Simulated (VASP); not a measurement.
A run of VASP 6.6.1 is set up as follows.

The input INCAR:

```
SYSTEM = Zr
PREC     = Accurate       ! precision mode
ENCUT    = 520            ! plane-wave cutoff, eV
EDIFF    = 1E-8           ! SCF threshold, eV
ISMEAR   = -1             ! smearing method
SIGMA    = 0.08           ! smearing width, eV
LREAL    = .FALSE.        ! projectors in reciprocal space
LASPH    = .TRUE.         ! aspherical terms in the spheres
NELM     = 100            ! most SCF steps
ALGO     = Normal         ! electronic algorithm
ISIF     = 2              ! what is computed and relaxed
LWAVE    = .FALSE.        ! write WAVECAR
LCHARG   = .FALSE.        ! write CHGCAR
GGA      = PE             ! functional
LEFG     = .TRUE.       
NBANDS   = 19             ! bands
```

Contents of KPOINTS:

```
Automatic mesh
0
G
  13 13 7
  0 0 0
```

POSCAR

```
Zr
1.0
    3.2745293923      0.0000000000      0.0000000000
   -1.6372646961      2.8358256391      0.0000000000
    0.0000000000      0.0000000000      5.2147314515
Zr
2
Direct
    0.3333333333      0.6666666667      0.2500000000
    0.6666666667      0.3333333333      0.7500000000
```

Potentials or basis: VASP PAW PBE potentials, release 64 (Zr_sv).

Command:

```console
$ cat potpaw_PBE.64/Zr_sv/POTCAR > POTCAR
$ mpirun -np 1 vasp_std > vasp.out
```

Task: Predict the pressure.

Result: -3.0 GPa.

Task: Estimate the band gap on the k mesh.

Result: Zero (bands 12 and 13 overlap by 1.11 eV).

Electric field gradients, principal values (V/Å²):
```
atom    least   middle  greatest (by size)
1 Zr  -19.033  -19.033              38.066
2 Zr  -19.033  -19.033              38.066
```

Caveat: the cell stands under tension; without QUAD_EFG the Cq values of the log hold for a quadrupole moment of 1 mb, not for the nuclei.
